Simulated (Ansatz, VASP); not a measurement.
SrLi3 in VASP and in Ansatz

```xyz
4
Lattice="2.7144 0.0000 0.0000 0.0000 4.5649 0.0000 0.0000 0.0000 5.5350" Properties=species:S:1:pos:R:3 pbc="T T T"
Li    0.0000    0.0000    1.4161
Li    0.0000    0.0000    4.1188
Li    0.0000    2.2824    0.0000
Sr    1.3572    2.2824    2.7675
```

Alike in both runs: task relaxation of cell and atoms; functional PBE; k mesh 6 × 4 × 4; occupations gaussian, width 0.1 eV; no spin polarisation.

```csv
,VASP,Ansatz
version,VASP 6.6.1,Ansatz 0.2.0
potentials or method,"VASP PAW PBE potentials, release 64 (Li_sv, Sr_sv), cutoff 600 eV","scalar-relativistic, plane waves, PAW"
valence electrons in the cell,19,19
```

|  | VASP | Ansatz | Ansatz less VASP |
| --- | --- | --- | --- |
| gap on the k mesh at the Fermi level, each at its own relaxed structure (eV) | none | none | - |
| relaxed volume (Å³/atom) | 28.25 | 32.06 | +3.813 |
| relaxed cell length with the largest relative difference (Å) | 3.438 | 3.786 | +0.3479 |

A gap of «none» marks a metal or a gap that the smearing closes. One of these differences is far larger than is usual between the two programs; its cause wasn't traced.

The k mesh is coarse, so the values compare programs but aren't converged. Noted on VASP's run: the cutoff is short for stress, so the pressure is rough; the volume moved by over 15 % at a fixed basis, so the end points are rough.
